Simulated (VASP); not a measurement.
# CaO (Fm-3m) in VASP: notebook

The runs below take CaO through single point, with LDA.

All numbers are computed with VASP 6.6.1; they aren't measurements. Logs are shortened: lines on timing, memory, paths and dates and some standing lists are left out, and cuts for length are marked.

## 1. The cell of the first run

It takes space group Fm-3m (No. 225, cubic). The conventional cell has a = 4.562 Å, b = 4.562 Å, c = 4.562 Å, α = 90.00°, β = 90.00°, γ = 90.00°. Ca (site symmetry m-3m) has 6 O at 2.28 Å within 3.0 Å. Within 3.0 Å of O (site symmetry m-3m) lie 6 Ca at 2.28 Å.

## 2. Single point, LDA

File INCAR:

```
  PREC = Accurate
  ENCUT = 520
  EDIFF = 1E-6
  ISMEAR = 0
  SIGMA = 0.01
  LREAL = F
  LASPH = T
  NELM = 100
  ALGO = Normal
  ISIF = 2
  LWAVE = F
  LCHARG = F
  NBANDS = 15
```

File KPOINTS:

```
regular mesh
0
Gamma
  8 8 8
```

File POSCAR:

```
CaO
1.0
    2.2808771801      2.2808771801      0.0000000000
   -2.2808771801      2.2808771801      0.0000000000
    0.0000000000      2.2808771801      2.2808771801
Ca O
1 1
Direct
    0.0000000000      0.0000000000      0.0000000000
    0.5000000000      0.5000000000      0.0000000000
```

Potentials or basis: VASP PAW LDA potentials, release 64 (Ca_sv, O).

On the command line:

```sh
cat potpaw_LDA.64/Ca_sv/POTCAR potpaw_LDA.64/O/POTCAR > POTCAR
mpirun -np 1 vasp_std > vasp.out
```

OUTCAR:

```text
PREC = Accurate
   ENCUT = 520
   EDIFF = 1E-6
   ISMEAR = 0
   LREAL = F
   LASPH = T
   NELM = 100
   ISIF = 2

 ion  position               nearest neighbor table
   1  0.000  0.000  0.000-   2 2.28   2 2.28   2 2.28   2 2.28   2 2.28   2 2.28
   2  0.500  0.500  0.000-   1 2.28   1 2.28   1 2.28   1 2.28   1 2.28   1 2.28

  LATTYP: Found a face centered cubic cell.
 ALAT       =     4.5617543602

  Lattice vectors:

 A1 = (   0.0000000000,   2.2808771801,   2.2808771801)
 A2 = (   2.2808771801,   0.0000000000,   2.2808771801)
 A3 = (   2.2808771801,   2.2808771801,   0.0000000000)

Analysis of symmetry for initial positions (statically):
=====================================================================
 Subroutine PRICEL returns:
 Original cell was already a primitive cell.

 Routine SETGRP: Setting up the symmetry group for a
 face centered cubic supercell.

 Subroutine GETGRP returns: Found 48 space group operations
 (whereof 48 operations were pure point group operations)
 out of a pool of 48 trial point group operations.

The static configuration has the point symmetry O_h .

Analysis of symmetry for dynamics (positions and initial velocities):
=====================================================================
 Subroutine PRICEL returns:
 Original cell was already a primitive cell.

 Routine SETGRP: Setting up the symmetry group for a
 face centered cubic supercell.

 Subroutine GETGRP returns: Found 48 space group operations
 (whereof 48 operations were pure point group operations)
 out of a pool of 48 trial point group operations.

The dynamic configuration has the point symmetry O_h .

 Subroutine INISYM returns: Found 48 space group operations
 (whereof 48 operations are pure point group operations),
 and found     1 'primitive' translations

----------------------------------------------------------------------------------------

                                     Primitive cell

  volume of cell :      23.7321

  direct lattice vectors                    reciprocal lattice vectors
     2.280877180  2.280877180  0.000000000     0.219213908  0.219213908 -0.219213908
    -2.280877180  2.280877180  0.000000000    -0.219213908  0.219213908 -0.219213908
     0.000000000  2.280877180  2.280877180     0.000000000  0.000000000  0.438427816

  length of vectors
     3.225647442  3.225647442  3.225647442     0.379689626  0.379689626  0.438427816

  position of ions in fractional coordinates (direct lattice)
     0.000000000  0.000000000  0.000000000
     0.500000000  0.500000000  0.000000000

[... 82 lines left out ...]
   ISIF   =      2    stress and relaxation
   ISYM   =      2    0-nonsym 1-usesym 2-fastsym
   POTIM  = 0.5000    time-step for ionic-motion
   TEBEG  =    0.0;   TEEND  =   0.0 temperature during run
   PSTRESS=    0.0 pullay stress
   NELECT =      16.0000    total number of electrons
   NUPDOWN=      -1.0000    fix difference up-down
   EMIN   =  10.00;   EMAX   =-10.00  energy-range for DOS
   EFERMI =   0.00;   METHOD = LEGACY
   ISMEAR =     0;   SIGMA  =   0.01  broadening in eV -4-tet -1-fermi 0-gaus
   EFERMI_NEDOS =   21; number of points for ismear=-14 and -15
   IALGO  =     38    algorithm
   IMIX   =      4    mixing-type and parameters
     AMIX     =   0.40;   BMIX     =  1.00
     AMIX_MAG =   1.60;   BMIX_MAG =  1.00
  volume/ion in A,a.u.               =      11.87        80.08
  Fermi-wavevector in a.u.,A,eV,Ry     =   1.435499  2.712700 28.036950  2.060658
  Thomas-Fermi vector in A             =   2.554791
   LORBIT       =      0    0 simple, 1 ext, 2 COOP (PROOUT), +10 PAW based schemes
   GGA     = CA    functional components
   LHFCALC =     F    Hartree Fock is set to
   AEXX    =    0.0000 exact exchange contribution
   IVDW    =     0    specifies the selected vdW correction
   LEPSILON=     F    determine dielectric tensor
   LRPA    =     F    only Hartree local field effects (RPA)
 non-spin polarized calculation
 Gauss-broadening in eV      SIGMA  =   0.01
  energy-cutoff  :      520.00
  volume of cell :       23.73
 maximum number of plane-waves:       652
   NGX = 11   NGY = 11   NGZ = 11

 number of electron      16.0000010 magnetization

 Free energy of the ion-electron system (eV)
  ---------------------------------------------------
  ext. energy  EPLUGINS =         0.00000000
  ---------------------------------------------------
  free energy    TOTEN  =       -14.09865737 eV

  energy without entropy =      -14.09865737  energy(sigma->0) =      -14.09865737

 E-fermi :   3.0789     XC(G=0): -11.8202

 val. band max:        3.0090320275   @ k =   0.0000   0.0000   0.0000
 cond. band min:       6.3255779972   @ k =   0.5000   0.5000   0.0000
 fundamental gap:      3.3165459697
 Fermi energy:         3.0788990758

 k-point     1 :       0.0000    0.0000    0.0000
  band No.  band energies     occupation
      1     -33.4977      2.00000
      2     -14.3743      2.00000
      3     -14.3743      2.00000
      4     -14.3743      2.00000
      5     -12.5063      2.00000
      6       3.0090      2.00000
      7       3.0090      2.00000
      8       3.0090      2.00000
      9       8.9591      0.00000
     10       9.4434      0.00000
     11       9.4434      0.00000
     12       9.4434      0.00000
     13      11.3076      0.00000
     14      11.3076      0.00000
[... 401 lines left out ...]
      2     -16.0535      2.00000
      3     -14.7995      2.00000
      4     -14.5940      2.00000
      5     -10.9579      2.00000
      6       0.6523      2.00000
      7       1.6906      2.00000
      8       1.7103      2.00000
      9      10.2450      0.00000
     10      10.3159      0.00000
     11      12.6479      0.00000
     12      13.1717      0.00000
     13      14.5197      0.00000
     14      16.4050      0.00000
     15      18.8361      0.00000

 [... further k-points ...]
[... 5 lines left out ...]
  --------------------------------------------------------------------------------------
  -------------------------------------------------------------------------------------
  Total        2.4390737      2.4390737      2.4390737      0.0000000      0.0000000      0.0000000
  in kB      164.6644362    164.6644362    164.6644362      0.0000000      0.0000000      0.0000000
  external PRESSURE =     164.6644362 kB  Pullay stress =       0.0000000 kB

 VOLUME and BASIS-vectors are now :
 -----------------------------------------------------------------------------
  energy-cutoff  :      520.00
  volume of cell :       23.73
      direct lattice vectors                 reciprocal lattice vectors
     2.280877180  2.280877180  0.000000000     0.219213908  0.219213908 -0.219213908
    -2.280877180  2.280877180  0.000000000    -0.219213908  0.219213908 -0.219213908
     0.000000000  2.280877180  2.280877180     0.000000000  0.000000000  0.438427816

 POSITION                                       TOTAL-FORCE (eV/Angst)
 -----------------------------------------------------------------------------------
      0.00000      0.00000      0.00000        -0.000000      0.000000      0.000000
      0.00000      2.28088      0.00000         0.000000     -0.000000      0.000000
 -----------------------------------------------------------------------------------
    total drift:                                0.000000     -0.000000     -0.000000

  FREE ENERGIE OF THE ION-ELECTRON SYSTEM (eV)
  ---------------------------------------------------
  free  energy   TOTEN  =       -14.0986573700 eV

  energy  without entropy=      -14.0986573700  energy(sigma->0) =      -14.09865737
```

OSZICAR:

```text
N       E                     dE             d eps       ncg     rms          rms(c)
DAV:   1     0.118765225573E+03    0.11877E+03   -0.85534E+03   870   0.113E+03
DAV:   2    -0.111325420242E+02   -0.12990E+03   -0.12093E+03  1045   0.294E+02
DAV:   3    -0.157413593938E+02   -0.46088E+01   -0.45884E+01  1038   0.574E+01
DAV:   4    -0.158699897306E+02   -0.12863E+00   -0.12857E+00  1208   0.849E+00
DAV:   5    -0.158723369015E+02   -0.23472E-02   -0.23468E-02  1018   0.989E-01    0.858E+00
DAV:   6    -0.142281094021E+02    0.16442E+01   -0.44996E+00   983   0.223E+01    0.337E+00
DAV:   7    -0.141339882927E+02    0.94121E-01   -0.36213E-01  1052   0.677E+00    0.176E+00
DAV:   8    -0.140996417723E+02    0.34347E-01   -0.72324E-02  1115   0.274E+00    0.354E-01
DAV:   9    -0.140985558687E+02    0.10859E-02   -0.39650E-03  1017   0.561E-01    0.874E-02
DAV:  10    -0.140986685917E+02   -0.11272E-03   -0.25406E-04  1039   0.149E-01    0.233E-02
DAV:  11    -0.140986594531E+02    0.91386E-05   -0.31021E-05  1212   0.607E-02    0.118E-02
DAV:  12    -0.140986573486E+02    0.21045E-05   -0.46479E-06  1046   0.299E-02    0.777E-04
DAV:  13    -0.140986573700E+02   -0.21394E-07   -0.48317E-07   638   0.726E-03
   1 F= -.14098657E+02 E0= -.14098657E+02  d E =-.208598E-25
```

Wall time 7.5 s (1 thread of Intel Xeon Platinum 8559C (Emerald Rapids), shared host); peak memory 0.13 GiB.

What came out:

```yaml
Free_energy: -14.0987 eV
Pressure: 16.5 GPa
Band_gap_on_the_k_mesh: 3.32 eV, indirect (least direct gap 3.63 eV)
```

Levels at points of the mesh, in eV from the valence-band top:
```csv
k point,band 5,band 6,band 7,band 8,band 9,band 10,band 11,band 12
"(0.00, 0.00, 0.00)",-15.52,0.00,0.00,0.00,5.95,6.43,6.43,6.43
"(0.50, 0.00, 0.00)",-13.46,-3.11,-1.59,-1.59,7.69,9.16,9.16,9.55
"(0.50, 0.50, 0.00)",-15.32,-1.16,-0.31,-0.31,3.32,9.26,9.77,10.61
```

A k mesh can miss the band edges. As with any semilocal functional, this LDA gap is likely too small.

## 3. Single point, LDA

File INCAR:

```
SYSTEM = CaO
ALGO     = Normal         ! electronic algorithm
EDIFF    = 1E-6           ! SCF threshold, eV
ENCUT    = 520            ! plane-wave cutoff, eV
ISIF     = 2              ! what is computed and relaxed
ISMEAR   = 0              ! smearing method
LASPH    = .TRUE.         ! aspherical terms in the spheres
LCHARG   = .TRUE.         ! write CHGCAR
LELF     = .TRUE.         ! ELF
LREAL    = .FALSE.        ! projectors in reciprocal space
LVHAR    = .TRUE.       
LWAVE    = .FALSE.        ! write WAVECAR
NBANDS   = 15             ! bands
NELM     = 80             ! most SCF steps
PREC     = Accurate       ! precision mode
SIGMA    = 0.01           ! smearing width, eV
```

File KPOINTS:

```
k-points
0
G
  8 8 8
  0 0 0
```

POSCAR is that of step 2.

Potentials or basis: VASP PAW LDA potentials, release 64 (Ca_sv, O).

On the command line:

```sh
cat potpaw_LDA.64/Ca_sv/POTCAR potpaw_LDA.64/O/POTCAR > POTCAR
mpirun -np 1 vasp_std > vasp.out
```

Run time: 6.5 s. Hardware: 1 thread of Intel Xeon Platinum 8559C (Emerald Rapids), shared host; peak memory 0.13 GiB.

Results (log left out):

* Free energy: -14.0987 eV
* Pressure: 16.5 GPa
* Band gap on the k mesh: 3.32 eV, indirect (least direct gap 3.63 eV)

Levels at points of the mesh, in eV from the valence-band top:
```csv
k point,band 4,band 5,band 6,band 7,band 8,band 9,band 10,band 11,band 12,band 13
"(0.00, 0.00, 0.00)",-17.38,-15.52,0.00,0.00,0.00,5.95,6.43,6.43,6.43,8.30
"(0.50, 0.00, 0.00)",-17.46,-13.46,-3.11,-1.59,-1.59,7.69,9.16,9.16,9.55,11.79
"(0.50, 0.50, 0.00)",-17.79,-15.32,-1.16,-0.31,-0.31,3.32,9.26,9.77,10.61,10.61
```

A k mesh can miss the band edges.
